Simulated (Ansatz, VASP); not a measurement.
## One calculation of C, two programs

Contents of INCAR:

```
PREC     = Accurate       # precision mode
ENCUT    = 520            # plane-wave cutoff, eV
EDIFF    = 1E-6           # SCF threshold, eV
ISMEAR   = 0              # smearing method
SIGMA    = 0.05           # smearing width, eV
LREAL    = F              # projectors in reciprocal space
LASPH    = T              # aspherical terms in the spheres
NELM     = 100            # most SCF steps
ALGO     = Normal         # electronic algorithm
ISIF     = 2              # what is computed and relaxed
LWAVE    = F              # write WAVECAR
LCHARG   = F              # write CHGCAR
GGA      = PS             # functional
NBANDS   = 11             # bands
```

KPOINTS

```
Automatic mesh
0
Gamma
  22 22 22
```

Contents of POSCAR:

```
C
1.0
    0.0000000000      1.6494753875      1.6494753875
    1.6494753875      0.0000000000      1.6494753875
    1.6494753875      1.6494753875      0.0000000000
C
2
Direct
    0.0000000000      0.0000000000      0.0000000000
    0.2500000000      0.2500000000      0.2500000000
```

Input for Ansatz:

```yaml
crystal:
  lattice:
    - [0.0, 1.6494753875, 1.6494753875]
    - [1.6494753875, 0.0, 1.6494753875]
    - [1.6494753875, 1.6494753875, 0.0]
  atoms:
    - { symbol: C, position: [0.0, 0.0, 0.0] }
    - { symbol: C, position: [0.25, 0.25, 0.25] }
basis:
  ecutwfc: 420
  ecutrho_ratio: 4
kpoints:
  mp_grid: { grid: [22, 22, 22] }
hamiltonian:
  xc: pbesol
scf:
  occupations: { method: gaussian, width: 0.05 }
output:
  forces: true
  stress: true
  eigenvalues: true
```

Alike in both runs: task single point; functional PBEsol; k mesh 22 × 22 × 22; occupations gaussian, width 0.05 eV; no spin polarisation.

|  | VASP | Ansatz |
| --- | --- | --- |
| version | VASP 6.6.1 | Ansatz 0.2.0 |
| potentials or method | VASP PAW PBE potentials, release 64 (C), cutoff 520 eV | scalar-relativistic, plane waves, PAW |
| valence electrons in the cell | 8 | 8 |

Ansatz gave:

```
gap on the k mesh at the Fermi level (eV) : 4.58
least direct gap on the mesh (eV)         : 6.20
```

Q: What did VASP give for the same quantities?

A: gap on the k mesh at the Fermi level (eV): 4.57; least direct gap on the mesh (eV): 6.19.

VASP's potentials were made for PBE, not for PBEsol.
